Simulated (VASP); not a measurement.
# TiAl (Amm2) in VASP: single point with PBEsol

Aim: the single point of TiAl with PBEsol.

All numbers are computed with VASP 6.6.1; they aren't measurements. Logs are shortened: lines on timing, memory, paths and dates and some standing lists are left out, and cuts for length are marked.

## Step 1: The cell of the first run

Symmetry: Amm2, No. 38, orthorhombic system. Conventional cell: a = 3.179 Å, b = 4.496 Å, c = 4.496 Å, α = 90.00°, β = 90.00°, γ = 90.00°. Ti (site symmetry mm2) has 6 Al at 2.26 to 2.83 Å within 3.0 Å. Within 3.0 Å of Al (site symmetry mm2) lie 6 Ti at 2.26 to 2.83 Å.

## Step 2: Single point, PBEsol (atom 2 (Al) moved by (-0.450, -0.450) A along y and z)

INCAR

```
  ALGO = Fast
  EDIFF = 1E-7
  ENCUT = 520
  GGA = PS
  ISIF = 2
  ISMEAR = 0
  LASPH = T
  LCHARG = T
  LELF = T
  LREAL = F
  LVHAR = T
  LWAVE = F
  NBANDS = 14
  NELM = 100
  PREC = Accurate
  SIGMA = 0.15
```

KPOINTS

```
k-points
0
Gamma
  16 16 16
```

POSCAR

```
TiAl
1.0
    3.1790640000      0.0000000000      0.0000000000
    0.0000000000      3.1790640000      0.0000000000
    0.0000000000      0.0000000000      3.1790640000
Ti Al
1 1
Direct
    0.0000000000      0.0000000000      0.0000000000
    0.5000000000      0.3584489019      0.3584489019
```

Potentials or basis: VASP PAW PBE potentials, release 64 (Ti_sv, Al).

Started as:

```bash
$ cat potpaw_PBE.64/Ti_sv/POTCAR potpaw_PBE.64/Al/POTCAR > POTCAR
$ mpirun -np 1 vasp_std > vasp.out
```

OUTCAR:

```text
EDIFF = 1E-7
   ENCUT = 520
   GGA = PS
   ISIF = 2
   ISMEAR = 0
   LASPH = T
   LREAL = F
   NELM = 100
   PREC = Accurate

 ion  position               nearest neighbor table
   1  0.000  0.000  0.000-   2 2.26   2 2.26   2 2.83   2 2.83   2 2.83   2 2.83
   2  0.500  0.358  0.358-   1 2.26   1 2.26   1 2.83   1 2.83   1 2.83   1 2.83

  LATTYP: Found a simple cubic cell.
 ALAT       =     3.1790640000

  Lattice vectors:

 A1 = (   3.1790640000,   0.0000000000,   0.0000000000)
 A2 = (   0.0000000000,   3.1790640000,   0.0000000000)
 A3 = (   0.0000000000,   0.0000000000,   3.1790640000)

Analysis of symmetry for initial positions (statically):
=====================================================================
 Subroutine PRICEL returns:
 Original cell was already a primitive cell.

 Routine SETGRP: Setting up the symmetry group for a
 simple cubic supercell.

 Subroutine GETGRP returns: Found  4 space group operations
 (whereof  4 operations were pure point group operations)
 out of a pool of 48 trial point group operations.

The static configuration has the point symmetry C_2v.

Analysis of symmetry for dynamics (positions and initial velocities):
=====================================================================
 Subroutine PRICEL returns:
 Original cell was already a primitive cell.

 Routine SETGRP: Setting up the symmetry group for a
 simple cubic supercell.

 Subroutine GETGRP returns: Found  4 space group operations
 (whereof  4 operations were pure point group operations)
 out of a pool of 48 trial point group operations.

The dynamic configuration has the point symmetry C_2v.

 Subroutine INISYM returns: Found  4 space group operations
 (whereof  4 operations are pure point group operations),
 and found     1 'primitive' translations

----------------------------------------------------------------------------------------

                                     Primitive cell

  volume of cell :      32.1290

  direct lattice vectors                    reciprocal lattice vectors
     3.179064000  0.000000000  0.000000000     0.314557996  0.000000000  0.000000000
     0.000000000  3.179064000  0.000000000     0.000000000  0.314557996  0.000000000
     0.000000000  0.000000000  3.179064000     0.000000000  0.000000000  0.314557996

  length of vectors
     3.179064000  3.179064000  3.179064000     0.314557996  0.314557996  0.314557996

  position of ions in fractional coordinates (direct lattice)
     0.000000000  0.000000000  0.000000000
     0.500000000  0.358448902  0.358448902

  ion indices of the primitive-cell ions
   primitive index   ion index
                 1           1
                 2           2

----------------------------------------------------------------------------------------

 KPOINTS: k-points

Automatic generation of k-mesh.
 Grid dimensions read from file:
 generate k-points for:   16   16   16

 Generating k-lattice:

  Cartesian coordinates                     Fractional coordinates (reciprocal lattice)
     0.019659875  0.000000000  0.000000000     0.062500000  0.000000000  0.000000000
     0.000000000  0.019659875  0.000000000     0.000000000  0.062500000  0.000000000
     0.000000000  0.000000000  0.019659875     0.000000000  0.000000000  0.062500000

  Length of vectors
     0.019659875  0.019659875  0.019659875

  Shift w.r.t. Gamma in fractional coordinates (k-lattice)
     0.000000000  0.000000000  0.000000000

 Subroutine IBZKPT returns following result:
 ===========================================

 Found    657 irreducible k-points:

 Following reciprocal coordinates:
            Coordinates               Weight
  0.000000  0.000000  0.000000      1.000000
  0.062500  0.000000  0.000000      2.000000
  0.000000  0.062500  0.000000      4.000000
  0.125000  0.000000  0.000000      2.000000
  0.000000  0.125000  0.000000      4.000000
  0.187500  0.000000  0.000000      2.000000
[... 16 lines left out ...]
  0.062500  0.000000  0.125000      8.000000
  0.000000 -0.125000  0.062500      4.000000
 [... further k-points ...]
   k-points           NKPTS =    657   k-points in BZ     NKDIM =    657   number of bands    NBANDS=     14
   number of dos      NEDOS =    301   number of ions     NIONS =      2
   total plane-waves  NPLWV =  13824
   dimension x,y,z NGX =    24 NGY =   24 NGZ =   24
   dimension x,y,z NGXF=    48 NGYF=   48 NGZF=   48
   ions per type =               1   1
   NGX,Y,Z   is equivalent  to a cutoff of  12.55, 12.55, 12.55 a.u.
   NGXF,Y,Z  is equivalent  to a cutoff of  25.10, 25.10, 25.10 a.u.
 SYSTEM =  unknown system
   PREC   = accura    normal or accurate (medium, high low for compatibility)
   ISTART =      0    job   : 0-new  1-cont  2-samecut
   ICHARG =      2    charge: 1-file 2-atom 10-const
   ISPIN  =      1    spin polarized calculation?
   LNONCOLLINEAR =      F non collinear calculations
   LSORBIT =      F    spin-orbit coupling
   LASPH  =      T    aspherical Exc in radial PAW
   ENCUT  =  520.0 eV  38.22 Ry    6.18 a.u.   5.91  5.91  5.91*2*pi/ulx,y,z
   NELM   =    100;   NELMIN=  2; NELMDL= -5     # of ELM steps
   EDIFF  = 0.1E-06   stopping-criterion for ELM
   LREAL  =      F    real-space projection
   EDIFFG = 0.1E-05   stopping-criterion for IOM
   NSW    =      0    number of steps for IOM
   IBRION =     -1    ionic relax: 0-MD 1-quasi-New 2-CG
   NFREE  =      0    steps in history (QN), initial steepest desc. (CG)
   ISIF   =      2    stress and relaxation
   ISYM   =      2    0-nonsym 1-usesym 2-fastsym
   POTIM  = 0.5000    time-step for ionic-motion
   TEBEG  =    0.0;   TEEND  =   0.0 temperature during run
   PSTRESS=    0.0 pullay stress
   NELECT =      15.0000    total number of electrons
   NUPDOWN=      -1.0000    fix difference up-down
   EMIN   =  10.00;   EMAX   =-10.00  energy-range for DOS
   EFERMI =   0.00;   METHOD = LEGACY
   ISMEAR =     0;   SIGMA  =   0.15  broadening in eV -4-tet -1-fermi 0-gaus
   EFERMI_NEDOS =   21; number of points for ismear=-14 and -15
   IALGO  =     68    algorithm
   IMIX   =      4    mixing-type and parameters
     AMIX     =   0.40;   BMIX     =  1.00
     AMIX_MAG =   1.60;   BMIX_MAG =  1.00
  volume/ion in A,a.u.               =      16.06       108.41
  Fermi-wavevector in a.u.,A,eV,Ry     =   1.270007  2.399964 21.945065  1.612917
  Thomas-Fermi vector in A             =   2.403017
   LORBIT       =      0    0 simple, 1 ext, 2 COOP (PROOUT), +10 PAW based schemes
   GGA     = PS    functional components
   LHFCALC =     F    Hartree Fock is set to
   AEXX    =    0.0000 exact exchange contribution
   IVDW    =     0    specifies the selected vdW correction
   LEPSILON=     F    determine dielectric tensor
   LRPA    =     F    only Hartree local field effects (RPA)
 non-spin polarized calculation
 RMM-DIIS sequential band-by-band and
 Gauss-broadening in eV      SIGMA  =   0.15
  energy-cutoff  :      520.00
  volume of cell :       32.13
 maximum number of plane-waves:       912
   NGX = 11   NGY = 11   NGZ = 11

 number of electron      14.9999994 magnetization

 Free energy of the ion-electron system (eV)
  ---------------------------------------------------
  ext. energy  EPLUGINS =         0.00000000
  ---------------------------------------------------
  free energy    TOTEN  =       -11.46671800 eV

  energy without entropy =      -11.43709739  energy(sigma->0) =      -11.45190769

 E-fermi :   8.4234     XC(G=0): -11.1003

 val. band max:        8.4171592094   @ k =   0.0625   0.4375   0.1250
 cond. band min:       8.4261247116   @ k =  -0.2500  -0.1875   0.4375
 fundamental gap:      0.0089655022
 Fermi energy:         8.4233839974

 k-point     1 :       0.0000    0.0000    0.0000
  band No.  band energies     occupation
      1     -47.9978      2.00000
      2     -24.3655      2.00000
      3     -24.3624      2.00000
      4     -24.2794      2.00000
      5      -0.4981      2.00000
      6       6.7785      2.00000
      7       6.9112      2.00000
      8       9.7239      0.00000
      9      10.2920      0.00000
     10      10.4723      0.00000
     11      13.4615      0.00000
     12      13.5145      0.00000
     13      14.1666      0.00000
     14      17.4585      0.00000

 k-point     2 :       0.0625    0.0000    0.0000
  band No.  band energies     occupation
      1     -47.9972      2.00000
      2     -24.3701      2.00000
      3     -24.3645      2.00000
      4     -24.2788      2.00000
      5      -0.4342      2.00000
      6       6.7688      2.00000
      7       6.9384      2.00000
      8       9.6691      0.00000
      9      10.2965      0.00000
     10      10.3570      0.00000
     11      13.0273      0.00000
     12      13.6271      0.00000
     13      14.5003      0.00000
     14      17.3490      0.00000

 k-point     3 :       0.0000    0.0625    0.0000
  band No.  band energies     occupation
      1     -47.9972      2.00000
      2     -24.3688      2.00000
      3     -24.3618      2.00000
      4     -24.2824      2.00000
      5      -0.4362      2.00000
      6       6.7839      2.00000
      7       6.9096      2.00000
      8       9.6771      0.00000
      9      10.2173      0.00000
     10      10.4335      0.00000
     11      13.1794      0.00000
     12      13.6477      0.00000
     13      14.2238      0.00000
     14      17.4781      0.00000
[... 324 lines left out ...]
 k-point    23 :       0.0625    0.0000    0.1250
  band No.  band energies     occupation
      1     -47.9949      2.00000
      2     -24.3795      2.00000
      3     -24.3672      2.00000
      4     -24.2884      2.00000
      5      -0.1896      2.00000
      6       6.7525      2.00000
      7       6.9511      2.00000
      8       9.4576      0.00000
      9      10.0278      0.00000
     10      10.2478      0.00000
     11      12.6338      0.00000
     12      13.6038      0.00000
     13      14.7694      0.00000
     14      17.3133      0.00000

 k-point    24 :       0.0000   -0.1250    0.0625
  band No.  band energies     occupation
      1     -47.9949      2.00000
      2     -24.3814      2.00000
      3     -24.3595      2.00000
      4     -24.2937      2.00000
      5      -0.1930      2.00000
      6       6.7556      2.00000
      7       6.9322      2.00000
      8       9.5440      0.00000
      9       9.9661      0.00000
     10      10.2616      0.00000
     11      12.4344      0.00000
     12      14.1411      0.00000
     13      14.2892      0.00000
     14      17.6950      0.00000

 [... further k-points ...]

------------------------ aborting loop because EDIFF is reached ----------------------------------------

  FORCE on cell =-STRESS in cart. coord.  units (eV):
  Direction    XX          YY          ZZ          XY          YZ          ZX
  --------------------------------------------------------------------------------------
  -------------------------------------------------------------------------------------
  Total        4.9829922      1.8369390      1.8369390      0.0000000      3.0815679      0.0000000
  in kB      248.4866004     91.6025364     91.6025364      0.0000000    153.6683771      0.0000000
  external PRESSURE =     143.8972244 kB  Pullay stress =       0.0000000 kB

 VOLUME and BASIS-vectors are now :
 -----------------------------------------------------------------------------
  energy-cutoff  :      520.00
  volume of cell :       32.13
      direct lattice vectors                 reciprocal lattice vectors
     3.179064000  0.000000000  0.000000000     0.314557996  0.000000000  0.000000000
     0.000000000  3.179064000  0.000000000     0.000000000  0.314557996  0.000000000
     0.000000000  0.000000000  3.179064000     0.000000000  0.000000000  0.314557996

 POSITION                                       TOTAL-FORCE (eV/Angst)
 -----------------------------------------------------------------------------------
      0.00000      0.00000      0.00000         0.000000     -3.889683     -3.889683
      1.58953      1.13953      1.13953         0.000000      3.889683      3.889683
 -----------------------------------------------------------------------------------
    total drift:                                0.000000     -0.000526     -0.000526

  FREE ENERGIE OF THE ION-ELECTRON SYSTEM (eV)
  ---------------------------------------------------
  free  energy   TOTEN  =       -11.4667179963 eV

  energy  without entropy=      -11.4370973899  energy(sigma->0) =      -11.45190769
```

It took 3.5 min on 1 thread of Intel Xeon 6975P-C (Granite Rapids), shared host; peak memory 0.38 GiB.

Results:

- Free energy: -11.4667 eV
- Pressure: 14.4 GPa
- Largest force: 5.501 eV/Å
- Band gap on the k mesh: zero (an odd number of electrons rules out a gap without spin polarisation)

Forces on the atoms (eV/Å):
```
Ti   0.000 -3.890 -3.890
Al   0.000  3.890  3.890
```

Stress tensor (GPa, compression positive):
```
24.85  0.00  0.00
 0.00  9.16 15.37
 0.00 15.37  9.16
```

Caveat: the cell differs from its parent crystal (atom 2 (Al) moved by (-0.450, -0.450) A along y and z); the stress differs along the axes, from 9 to 25 GPa; the PAW data sets were made with another functional, which shifts forces and pressure a little.
